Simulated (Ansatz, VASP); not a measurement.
**One calculation of Si, two programs**

```
Si
1.0
     3.81951    0.00000    0.00000
     0.00000    3.81951    0.00000
     0.00000    0.00000   21.06453
Si
5
Cartesian
  0.0000 1.9098 4.0000
  0.0000 0.0000 5.3504
  1.9098 0.0000 6.7466
  1.9098 1.9098 8.0645
  3.8195 3.8195 12.0345
```

Alike in both runs: task single point; functional LDA; k mesh 7 × 7 × 1; occupations gaussian, width 0.05 eV; collinear spin.

|  | VASP | Ansatz |
| --- | --- | --- |
| version | VASP 6.6.1 | Ansatz 0.2.0 |
| potentials or method | VASP PAW LDA potentials, release 64 (Si), cutoff 520 eV | scalar-relativistic, plane waves, PAW |
| valence electrons in the cell | 20 | 20 |

```tsv
	VASP	Ansatz	Ansatz less VASP
gap on the k mesh at the Fermi level (eV)	none	none	-
rms of the force components (eV/Å)	0.112	0.112	-0.0002
net moment per atom (μB)	0.00	0.01	+0.007
size of the moment on the site where the two differ most (μB)	0.00	0.03	+0.031
```

Ansatz warns that its potentials were made for another functional, while VASP's fit it. LDA's correlation is that of Perdew and Zunger in VASP and of Perdew and Wang (1992) in Ansatz. Site moments also hang on the region over which each program counts them. Atom by atom the forces differ by 0.001 eV/Å (rms over components). A gap of «none» marks a metal or a gap that the smearing closes. Ansatz's warnings: seeded moment not kept.
